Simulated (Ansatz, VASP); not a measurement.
## Ag: VASP beside Ansatz

```
Ag
1.0
     2.95901    0.00000    0.00000
    -1.47950    2.56258    0.00000
     0.00000    0.00000    4.83743
Ag
2
Direct
  0.33333 0.66667 0.25000
  0.66667 0.33333 0.75000
```

Alike in both runs: task electric field gradients; functional PBE; k mesh 14 × 14 × 8; occupations methfessel-paxton of order 1, width 0.001 eV; no spin polarisation.

|  | VASP | Ansatz |
| --- | --- | --- |
| version | VASP 6.6.1 | Ansatz 0.2.0 |
| potentials or method | VASP PAW PBE potentials, release 64 (Ag), cutoff 520 eV | PAW with Ansatz's default frozen-core files, scalar-relativistic |
| valence electrons in the cell | 22 | 38 |

VASP gave:

| Item | Value |
| --- | --- |
| gap on the k mesh at the Fermi level (eV) | none |
| pressure (GPa) | -2.2 |
| traceless stress, the component that is largest in VASP (GPa) | -0.34 |

Q: What did Ansatz give for the same quantities?

A: gap on the k mesh at the Fermi level (eV): none; pressure (GPa): -2.1; traceless stress, the component that is largest in VASP (GPa): -0.33.

A gap of «none» marks a metal or a gap that the smearing closes. The functional is the same, so the differences come from potentials, cutoffs and numerics. VASP's potentials hold 22 valence electrons a cell and Ansatz's 38, so a difference there can come from the potentials and not from the codes.
